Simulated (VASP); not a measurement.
Here is a VASP 6.6.1 calculation.

Contents of POSCAR:

```
CdS
1.0
    0.0000000000      2.9785920200      2.9785920200
    2.9785920200      0.0000000000      2.9785920200
    2.9785920200      2.9785920200      0.0000000000
Cd S
1 1
Direct
    0.0000000000      0.0000000000      0.0000000000
    0.2500000000      0.2500000000      0.2500000000
```

Contents of INCAR.step1:

```
PREC     = Accurate       # precision mode
ENCUT    = 520            # plane-wave cutoff, eV
ISMEAR   = -1             # smearing method
SIGMA    = 0.02           # smearing width, eV
LREAL    = F              # projectors in reciprocal space
LASPH    = T              # aspherical terms in the spheres
NELM     = 60             # most SCF steps
NBANDS   = 16             # bands
GGA      = PE             # functional
ALGO     = Normal         # electronic algorithm
EDIFF    = 1E-4           # SCF threshold, eV
LWAVE    = T              # write WAVECAR
LCHARG   = F              # write CHGCAR
```

File INCAR.step2:

```
PREC     = Accurate       # precision mode
ENCUT    = 520            # plane-wave cutoff, eV
EDIFF    = 1E-6           # SCF threshold, eV
ISMEAR   = -1             # smearing method
SIGMA    = 0.02           # smearing width, eV
LREAL    = F              # projectors in reciprocal space
LASPH    = T              # aspherical terms in the spheres
NELM     = 60             # most SCF steps
ALGO     = Normal         # electronic algorithm
ISIF     = 2              # what is computed and relaxed
LWAVE    = F              # write WAVECAR
LCHARG   = F              # write CHGCAR
METAGGA  = R2SCAN         # meta-GGA
LMIXTAU  = T            
NBANDS   = 16             # bands
ISTART   = 1
```

Contents of KPOINTS:

```
regular mesh
0
Gamma
  8 8 8
```

Potentials or basis: VASP PAW PBE potentials, release 64 (Cd, S).

Run with:

```console
$ cat potpaw_PBE.64/Cd/POTCAR potpaw_PBE.64/S/POTCAR > POTCAR
$ cp INCAR.step1 INCAR
$ mpirun -np 1 vasp_std > vasp.out
$ cp INCAR.step2 INCAR
$ mpirun -np 1 vasp_std > vasp.out
```

Q: Predict the pressure.

A: -2.0 GPa.

Q: Estimate the band gap on the k mesh.

A: 1.44 eV, direct.

Caveat: the PAW data sets were made with another functional, which shifts forces and pressure a little. r2SCAN opens gaps a little over a GGA but as a rule still falls short of measured ones.
